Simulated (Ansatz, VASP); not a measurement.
Two plane-wave programs on SiO2

File INCAR:

```
SYSTEM = SiO2
ALGO = Normal
EDIFF = 1E-6
ENCUT = 520
GGA = PE
ISIF = 2
ISMEAR = -1
LASPH = .TRUE.
LCHARG = .FALSE.
LREAL = .FALSE.
LWAVE = .FALSE.
NBANDS = 25
NELM = 60
PREC = Accurate
SIGMA = 0.02
```

File KPOINTS:

```
k-points
0
G
  6 6 10
  0 0 0
```

The input POSCAR:

```
SiO2
1.0
    4.0596331347      0.0000000000      0.0000000000
    0.0000000000      4.0596331347      0.0000000000
    0.0000000000      0.0000000000      2.7142416427
Si O
2 4
Direct
    0.0000000000      0.0000000000      0.0000000000
    0.5000000000      0.5000000000      0.5000000000
    0.3036854415      0.3036854415      0.0000000000
    0.1963145585      0.8036854415      0.5000000000
    0.8036854415      0.1963145585      0.5000000000
    0.6963145585      0.6963145585      0.0000000000
```

Input for Ansatz:

```yaml
crystal:
  lattice:
    - [4.0596331347, 0.0, 0.0]
    - [0.0, 4.0596331347, 0.0]
    - [0.0, 0.0, 2.7142416427]
  atoms:
    - { symbol: Si, position: [0.0, 0.0, 0.0] }
    - { symbol: Si, position: [0.5, 0.5, 0.5] }
    - { symbol: O, position: [0.3036854415, 0.3036854415, 0.0] }
    - { symbol: O, position: [0.1963145585, 0.8036854415, 0.5] }
    - { symbol: O, position: [0.8036854415, 0.1963145585, 0.5] }
    - { symbol: O, position: [0.6963145585, 0.6963145585, 0.0] }
kpoints:
  mp_grid: { grid: [6, 6, 10] }
  band_path:
    path:
      - [0.0, 0.0, 0.0]
      - [0.0, 0.5, 0.0]
      - [0.5, 0.5, 0.0]
      - [0.0, 0.0, 0.5]
      - [0.0, 0.5, 0.5]
      - [0.5, 0.5, 0.5]
    npoints: 1
hamiltonian:
  xc: pbe
scf:
  occupations: { method: fermi_dirac, width: 0.02 }
  n_extra_bands: 5
output:
  forces: true
  stress: true
  eigenvalues: true
  write_density: true
  write_potential: true
  elf: true
  volumetric_format: npy
```

Change from the starting cell: epitaxial_xy strain -3.0%.

Alike in both runs: task single point; functional PBE; k mesh 6 × 6 × 10; occupations fermi-dirac, width 0.02 eV; no spin polarisation.

|  | VASP | Ansatz |
| --- | --- | --- |
| version | VASP 6.6.1 | Ansatz 0.2.0 |
| potentials or method | VASP PAW PBE potentials, release 64 (Si, O) | plane waves, PAW |
| plane-wave cutoff (eV) | 520 | 420 |
| valence electrons in the cell | 32 | 32 |

|  | VASP | Ansatz | Ansatz less VASP |
| --- | --- | --- | --- |
| gap on the k mesh at the Fermi level (eV) | 6.09 | 6.10 | +0.009 |
| pressure (GPa) | 23.2 | 23.0 | -0.21 |
| traceless stress, the component that is largest in VASP (GPa) | -11.68 | -11.95 | -0.272 |
| rms of the force components (eV/Å) | 0.015 | 0.014 | -0.0004 |

Atom by atom the forces differ by 0.000 eV/Å (rms over components).
